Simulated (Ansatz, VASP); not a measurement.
**Two plane-wave programs on In4Sb**

```
In Sb
1.0
     4.48894   -5.34017    0.00000
     4.48894    5.34017    0.00000
     0.00000    0.00000    3.21131
In Sb
4 1
Cartesian
  1.5138 0.0000 1.6057
  7.4640 0.0000 1.6057
  2.2445 2.6701 0.0000
  2.2445 -2.6701 0.0000
  4.4889 0.0000 0.0000
```

Alike in both runs: functional PBE; k mesh 4 × 4 × 6; occupations gaussian, width 0.1 eV; no spin polarisation.

Ansatz relaxed the structure, and its values are those at the end. VASP's run is a single point on that final structure, the one shown.

```csv
,VASP,Ansatz
version,VASP 6.6.1,Ansatz 0.2.0
potentials or method,"VASP PAW PBE potentials, release 64 (In_d, Sb), cutoff 520 eV","scalar-relativistic, plane waves, PAW"
valence electrons in the cell,57,67
```

Ansatz gave:

| Quantity | Value |
| --- | --- |
| gap on the k mesh at the Fermi level (eV) | none |
| pressure (GPa) | -0.1 |
| rms of the force components (eV/Å) | 0.005 |

Problem. Estimate VASP's values.

Solution. gap on the k mesh at the Fermi level (eV): none; pressure (GPa): -0.1; rms of the force components (eV/Å): 0.006.

A gap of «none» marks a metal or a gap that the smearing closes. VASP's potentials hold 57 valence electrons a cell and Ansatz's 67, so a difference there can come from the potentials and not from the codes.

Spin-orbit coupling is off throughout.
